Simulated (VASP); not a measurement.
BaF2: single point with r2SCAN

Crystal: BaF2.

```
Ba F
1.0
     0.00000    3.15811    3.15811
     3.15811    0.00000    3.15811
     3.15811    3.15811    0.00000
Ba F
1 2
Direct
  0.00000 0.00000 0.00000
  0.25000 0.25000 0.25000
  0.75000 0.75000 0.75000
```

```yaml
Program: VASP 6.6.1
Task: single point
Functional: r2SCAN
Potentials_or_basis: VASP PAW PBE potentials, release 64 (Ba_sv, F)
Cutoff: 660 eV
k_mesh: 6 × 6 × 6
Occupations: gaussian, width 0.02 eV
Spin: no spin polarisation
Dipole_correction: no
Further_INCAR_settings: ALGO = Normal; EDIFF = 1e-06; NBANDS = 19
```

```
Pressure               : -2.4 GPa
Band gap on the k mesh : 7.11 eV (least direct gap 7.16 eV)
```

Levels at points of the mesh, in eV from the valence-band top:
```tsv
k point	band 8	band 9	band 10	band 11	band 12	band 13	band 14	band 15	band 16	band 17
(0.00, 0.00, 0.00)	-1.31	-1.31	-0.05	-0.05	-0.05	7.11	9.69	9.69	11.82	11.82
(0.50, 0.00, 0.00)	-0.94	-0.58	-0.33	-0.16	-0.16	9.61	9.62	9.62	9.91	12.03
(0.50, 0.50, 0.00)	-0.34	-0.34	-0.28	-0.28	-0.08	7.60	9.56	11.05	12.40	12.40
```

Run time: 63 s on 1 thread of Intel(R) Xeon(R) 6975P-C (Granite Rapids), on a shared host, peak memory 0.26 GiB.

Caveat: the PAW data sets were made with another functional, which shifts forces and pressure a little; spin-orbit coupling is left out, which moves the levels of the heavy elements. r2SCAN opens gaps a little over a GGA but as a rule still falls short of measured ones.
